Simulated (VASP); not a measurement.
# W3C in VASP: further runs

Runs on W3C. Level: PBE. Tasks: single point.

All numbers are computed with VASP 6.6.1; they aren't measurements. Logs are shortened: lines on timing, memory, paths and dates and some standing lists are left out, and cuts for length are marked.

### 1 The cell of the first run

The cell holds a slab with vacuum, 4 atoms: a = 2.855 Å, b = 2.855 Å, c = 20.197 Å, α = 90.00°, β = 90.00°, γ = 120.00°.

### 2 Single point, PBE

INCAR reads:

```
PREC     = Accurate       # precision mode
ENCUT    = 520            # plane-wave cutoff, eV
EDIFF    = 1E-6           # SCF threshold, eV
ISMEAR   = 0              # smearing method
SIGMA    = 0.1            # smearing width, eV
LREAL    = False          # projectors in reciprocal space
LASPH    = True           # aspherical terms in the spheres
NELM     = 100            # most SCF steps
ALGO     = Normal         # electronic algorithm
ISIF     = 2              # what is computed and relaxed
LWAVE    = False          # write WAVECAR
LCHARG   = False          # write CHGCAR
LDIPOL   = True         
IDIPOL   = 3            
DIPOL    = 0.5 0.5 0.367
GGA      = PE             # functional
NBANDS   = 31             # bands
```

KPOINTS reads:

```
regular mesh
0
Gamma
  9 9 1
```

POSCAR reads:

```
W3C
1.0
    2.8545944806      0.0000000000      0.0000000000
   -1.4272972403      2.4721513377      0.0000000000
    0.0000000000      0.0000000000     20.1971108355
W C
3 1
Direct
    0.6666666667      0.3333333333      0.1980481284
    0.3333333333      0.6666666667      0.3143337982
    0.0000000000      0.0000000000      0.4306116309
    0.0000000000      0.0000000000      0.5253661847
```

Potentials or basis: VASP PAW PBE potentials, release 64 (W_sv, C).

Run with:

```console
cat potpaw_PBE.64/W_sv/POTCAR potpaw_PBE.64/C/POTCAR > POTCAR
mpirun -np 1 vasp_std > vasp.out
```

OUTCAR:

```text
PREC = Accurate
   ENCUT = 520
   EDIFF = 1E-6
   ISMEAR = 0
   LREAL = False
   LASPH = True
   NELM = 100
   ISIF = 2
   GGA = PE

 ion  position               nearest neighbor table
   1  0.667  0.333  0.198-   2 2.87   2 2.87   2 2.87
   2  0.333  0.667  0.314-   3 2.87   3 2.87   3 2.87   1 2.87   1 2.87   1 2.87
   3  0.000  0.000  0.431-   4 1.91   2 2.87   2 2.87   2 2.87
   4  0.000  0.000  0.525-   3 1.91

  LATTYP: Found a hexagonal cell.
 ALAT       =     2.8545944806
 C/A-ratio  =     7.0752994770

  Lattice vectors:

 A1 = (   2.8545944806,   0.0000000000,   0.0000000000)
 A2 = (  -1.4272972403,   2.4721513377,   0.0000000000)
 A3 = (   0.0000000000,   0.0000000000,  20.1971108355)

Analysis of symmetry for initial positions (statically):
=====================================================================
 Subroutine PRICEL returns:
 Original cell was already a primitive cell.

 Routine SETGRP: Setting up the symmetry group for a
 hexagonal supercell.

 Subroutine GETGRP returns: Found  6 space group operations
 (whereof  6 operations were pure point group operations)
 out of a pool of 24 trial point group operations.

The static configuration has the point symmetry C_3v.

Analysis of symmetry for dynamics (positions and initial velocities):
=====================================================================
 Subroutine PRICEL returns:
 Original cell was already a primitive cell.

 Routine SETGRP: Setting up the symmetry group for a
 hexagonal supercell.

 Subroutine GETGRP returns: Found  6 space group operations
 (whereof  6 operations were pure point group operations)
 out of a pool of 24 trial point group operations.

The dynamic configuration has the point symmetry C_3v.

 Subroutine INISYM returns: Found  6 space group operations
 (whereof  6 operations are pure point group operations),
 and found     1 'primitive' translations

----------------------------------------------------------------------------------------

                                     Primitive cell

  volume of cell :     142.5308

  direct lattice vectors                    reciprocal lattice vectors
     2.854594481  0.000000000  0.000000000     0.350312455  0.202252990  0.000000000
    -1.427297240  2.472151338  0.000000000     0.000000000  0.404505980  0.000000000
     0.000000000  0.000000000 20.197110835     0.000000000  0.000000000  0.049512032

  length of vectors
     2.854594481  2.854594481 20.197110835     0.404505980  0.404505980  0.049512032

  position of ions in fractional coordinates (direct lattice)
     0.666666667  0.333333333  0.198048128
     0.333333333  0.666666667  0.314333798
     0.000000000  0.000000000  0.430611631
     0.000000000  0.000000000  0.525366185
[... 78 lines left out ...]
   NUPDOWN=      -1.0000    fix difference up-down
   EMIN   =  10.00;   EMAX   =-10.00  energy-range for DOS
   EFERMI =   0.00;   METHOD = LEGACY
   ISMEAR =     0;   SIGMA  =   0.10  broadening in eV -4-tet -1-fermi 0-gaus
   EFERMI_NEDOS =   21; number of points for ismear=-14 and -15
   IALGO  =     38    algorithm
   IMIX   =      4    mixing-type and parameters
     AMIX     =   0.40;   BMIX     =  1.00
     AMIX_MAG =   1.60;   BMIX_MAG =  1.00
  volume/ion in A,a.u.               =      35.63       240.46
  Fermi-wavevector in a.u.,A,eV,Ry     =   1.122943  2.122055 17.156972  1.261002
  Thomas-Fermi vector in A             =   2.259607
   LORBIT       =      0    0 simple, 1 ext, 2 COOP (PROOUT), +10 PAW based schemes
   GGA     = PE    functional components
   LHFCALC =     F    Hartree Fock is set to
   AEXX    =    0.0000 exact exchange contribution
   IVDW    =     0    specifies the selected vdW correction
   LEPSILON=     F    determine dielectric tensor
   LRPA    =     F    only Hartree local field effects (RPA)
 non-spin polarized calculation
 Gauss-broadening in eV      SIGMA  =   0.10
  energy-cutoff  :      520.00
  volume of cell :      142.53
 maximum number of plane-waves:      3867
 NGX is ok and might be reduce to    24
   NGX = 11   NGY = 11   NGZ = 75

 dipolmoment           0.000000      0.000000     -0.000719 electrons x Angstroem

 number of electron      46.0000000 magnetization

 dipolmoment           0.000000      0.000000      0.080956 electrons x Angstroem

 Free energy of the ion-electron system (eV)
  ---------------------------------------------------
  ext. energy  EPLUGINS =         0.00000000
  ---------------------------------------------------
  free energy    TOTEN  =       -40.57427769 eV

  energy without entropy =      -40.54071250  energy(sigma->0) =      -40.55749510

 E-fermi :   0.3923     XC(G=0):  -6.3568

 val. band max:        0.3675328340   @ k =   0.3333   0.1111   0.0000
 cond. band min:       0.4202129256   @ k =   0.3333   0.2222   0.0000
 fundamental gap:      0.0526800916
 Fermi energy:         0.3922744949

 k-point     1 :       0.0000    0.0000    0.0000
  band No.  band energies     occupation
      1     -73.4086      2.00000
      2     -73.3507      2.00000
      3     -73.0944      2.00000
      4     -38.0290      2.00000
      5     -37.6036      2.00000
      6     -37.2204      2.00000
[... 397 lines left out ...]
     30       4.5711      0.00000
     31       6.3882      0.00000

------------------------ aborting loop because EDIFF is reached ----------------------------------------

 vacuum level on the upper side and lower side of the slab       (xc-potential included)         0.999        -1.123

  FORCE on cell =-STRESS in cart. coord.  units (eV):
  Direction    XX          YY          ZZ          XY          YZ          ZX
  --------------------------------------------------------------------------------------
  -------------------------------------------------------------------------------------
  Total       -3.9427319     -3.9427319     -0.1135948      0.0000000      0.0000000     -0.0000000
  in kB      -44.3199335    -44.3199335     -1.2769100      0.0000000      0.0000000     -0.0000000
  external PRESSURE =     -29.9722590 kB  Pullay stress =       0.0000000 kB

 VOLUME and BASIS-vectors are now :
 -----------------------------------------------------------------------------
  energy-cutoff  :      520.00
  volume of cell :      142.53
      direct lattice vectors                 reciprocal lattice vectors
     2.854594481  0.000000000  0.000000000     0.350312455  0.202252990  0.000000000
    -1.427297240  2.472151338  0.000000000     0.000000000  0.404505980  0.000000000
     0.000000000  0.000000000 20.197110835     0.000000000  0.000000000  0.049512032

 POSITION                                       TOTAL-FORCE (eV/Angst)
 -----------------------------------------------------------------------------------
      1.42730      0.82405      4.00000         0.000000     -0.000000     -0.025883
     -0.00000      1.64810      6.34863        -0.000000      0.000000      0.154692
      0.00000      0.00000      8.69711        -0.000000      0.000000     -0.212613
      0.00000      0.00000     10.61088        -0.000000      0.000000      0.083804
 -----------------------------------------------------------------------------------
    total drift:                                0.000000      0.000000      0.000453

  FREE ENERGIE OF THE ION-ELECTRON SYSTEM (eV)
  ---------------------------------------------------
  free  energy   TOTEN  =       -40.5742776923 eV

  energy  without entropy=      -40.5407125042  energy(sigma->0) =      -40.55749510

 vacuum level on the upper side and lower side of the slab         7.386         5.201
```

It took 3.6 min on 1 thread of Intel Xeon 8259CL, shared host; peak memory 0.3 GiB.

Results:

```
Free energy            : -40.5743 eV
Largest force          : 0.213 eV/Å
Band gap on the k mesh : zero (bands 23 and 24 overlap by 0.92 eV)
```

Forces on the atoms (eV/Å):
```
W    0.000  0.000 -0.026
W    0.000  0.000  0.155
W    0.000  0.000 -0.213
C    0.000  0.000  0.084
```

Levels at points of the mesh, in eV from the Fermi level:
```tsv
k point	band 21	band 22	band 23	band 24	band 25	band 26
(0.00, 0.00, 0.00)	-0.56	-0.24	-0.24	0.04	0.04	0.49
```

Caveat: spin-orbit coupling is left out, which moves the levels of the heavy elements.

### 3 Single point, PBE

INCAR reads:

```
PREC = Accurate
ENCUT = 520
EDIFF = 1E-6
ISMEAR = 0
SIGMA = 0.1
LREAL = False
LASPH = True
NELM = 100
ALGO = Normal
ISIF = 2
LWAVE = False
LCHARG = False
LDIPOL = True
IDIPOL = 3
DIPOL = 0.5 0.5 0.357
GGA = PE
NBANDS = 31
```

KPOINTS is that of step 2.

Edit POSCAR of step 2 so:

```diff
@@ -11,2 +11,2 @@
     0.0000000000      0.0000000000      0.4306116309
-    0.0000000000      0.0000000000      0.5253661847
+    0.6666666667      0.3333333333      0.4851458540
```

Potentials or basis: VASP PAW PBE potentials, release 64 (W_sv, C).

Run with:

```console
cat potpaw_PBE.64/W_sv/POTCAR potpaw_PBE.64/C/POTCAR > POTCAR
mpirun -np 1 vasp_std > vasp.out
```

Wall time 3.3 min (1 thread of Intel Xeon 8259CL, shared host); peak memory 0.29 GiB.

The run converged. Its results:

- Free energy: -43.5815 eV
- Largest force: 0.589 eV/Å
- Band gap on the k mesh: zero (bands 23 and 24 overlap by 1.06 eV)

Forces in eV/Å, atoms in the order of the input:
```
W    0.000  0.000 -0.180
W    0.000  0.000 -0.521
W    0.000  0.000  0.589
C    0.000  0.000  0.112
```

Levels at points of the mesh, in eV from the Fermi level:
```
           k point  band 21  band 22  band 23  band 24  band 25  band 26
(0.00, 0.00, 0.00)    -0.50    -0.50    -0.04    -0.04     0.20     1.64
```

Caveat: spin-orbit coupling is left out, which moves the levels of the heavy elements.

The gap in the log of VASP goes by the Fermi energy; the results here count the filled bands.